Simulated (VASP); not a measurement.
Crystal: BN.

```
B N
1.0
     2.56397    0.00000    0.00000
    -1.28198    2.22046    0.00000
     0.00000    0.00000    4.18695
B N
2 2
Direct
  0.00000 0.00000 0.00000
  0.33333 0.66667 0.50000
  0.00000 0.00000 0.37500
  0.33333 0.66667 0.87500
```

```yaml
Program: VASP 6.6.1
Task: relaxation of cell and atoms
Functional: PBEsol
Potentials_or_basis: VASP PAW PBE potentials, release 64 (B, N)
Cutoff: 600 eV
k_mesh: 12 × 12 × 6
Occupations: gaussian, width 0.02 eV
Spin: no spin polarisation
```

At the start: pressure -4.9 GPa; volume 5.96 Å³/atom.

Where does the relaxation end?

Over 8 steps the energy falls by 3.2 meV/atom and the volume is 5.88 Å³/atom (-1.3 %); space group P6_3mc (No. 186, to 0.05 Å).

The path:
```csv
step,energy change (eV),largest force (eV/Å),pressure (GPa),volume (Å³)
1,0.0000,0.0222,-4.90,23.84
2,-0.0037,0.0338,5.32,23.21
3,-0.0126,0.0262,0.46,23.49
4,-0.0126,0.0262,0.59,23.49
5,-0.0127,0.0285,-0.29,23.54
6,-0.0127,0.0028,0.11,23.51
7,-0.0127,0.0020,0.14,23.51
8,-0.0127,0.0022,-0.06,23.53
```

Final structure:
```
B N
1.0
     2.54194    0.00000    0.00000
    -1.27097    2.20139    0.00000
     0.00000    0.00000    4.20417
B N
2 2
Cartesian
  0.0000 0.0000 0.0011
  0.0000 1.4676 2.1032
  2.5419 0.0000 1.5755
  0.0000 1.4676 3.6775
```

Caveat: the PAW data sets were made with another functional, which shifts forces and pressure a little.
